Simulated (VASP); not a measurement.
Input of a VASP 6.6.1 run:

File INCAR:

```
SYSTEM = Si
PREC = Accurate ; ENCUT = 520
EDIFF = 1E-6 ; ISMEAR = 0
SIGMA = 0.01 ; LREAL = Auto
LASPH = .True. ; NELM = 100
ALGO = Normal ; ISIF = 2
LWAVE = .False. ; LCHARG = .False.
GGA = PE ; NBANDS = 46
```

Contents of KPOINTS:

```
regular mesh
0
Gamma
  2 2 2
  0 0 0
```

Contents of POSCAR:

```
Si
1.0
    0.0000000000      5.4700937642     -5.4700937642
    5.4700937642      5.4700937642      0.0000000000
    5.4700937642      0.0000000000     -5.4700937642
Si
16
Direct
    0.1250000000      0.1250000000      0.1250000000
    0.1250000000      0.6250000000      0.1250000000
    0.6250000000      0.1250000000      0.1250000000
    0.6250000000      0.6250000000      0.1250000000
    0.1250000000      0.1250000000      0.6250000000
    0.1250000000      0.6250000000      0.6250000000
    0.6250000000      0.1250000000      0.6250000000
    0.6250000000      0.6250000000      0.6250000000
    0.2500000000      0.7500000000      0.2500000000
    0.2500000000      0.2500000000      0.2500000000
    0.7500000000      0.7500000000      0.2500000000
    0.7500000000      0.2500000000      0.2500000000
    0.2500000000      0.7500000000      0.7500000000
    0.2500000000      0.2500000000      0.7500000000
    0.7500000000      0.7500000000      0.7500000000
    0.7500000000      0.2500000000      0.7500000000
```

Potentials or basis: VASP PAW PBE potentials, release 64 (Si).

Run with:

```sh
$ cat potpaw_PBE.64/Si/POTCAR > POTCAR
$ mpirun -np 1 vasp_std > vasp.out
```

Q: Estimate the band gap on the k mesh.

A: 0.74 eV.

Q: Estimate the pressure.

A: 0.5 GPa.

Caveat: the k points lie up to 0.50 Å⁻¹ apart. A k mesh can miss the band edges.
